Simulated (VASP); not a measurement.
Here is a VASP 6.6.1 calculation.

Contents of INCAR:

```
PREC = Accurate ; ENCUT = 520
EDIFF = 1E-7 ; ISMEAR = 0
SIGMA = 0.05 ; LREAL = F
LASPH = T ; NELM = 80
ALGO = Normal ; ISIF = 2
LWAVE = F ; LCHARG = F
GGA = PE ; NBANDS = 11
```

KPOINTS

```
Automatic mesh
0
Gamma
  18 18 18
```

File POSCAR:

```
Pd
1.0
    0.0000000000      1.9450000000      1.9450000000
    1.9450000000      0.0000000000      1.9450000000
    1.9450000000      1.9450000000      0.0000000000
Pd
1
Direct
    0.0000000000      0.0000000000      0.0000000000
```

Potentials or basis: VASP PAW PBE potentials, release 64 (Pd).

Command:

```console
$ cat potpaw_PBE.64/Pd/POTCAR > POTCAR
$ mpirun -np 1 vasp_std > vasp.out
```

(1) Predict the pressure.

(2) What does it give for the band gap on the k mesh?

## Answers

(1) 7.1 GPa.

(2) zero (band 5 reaches 10.11 eV, above the bottom of band 6 at 8.52 eV).
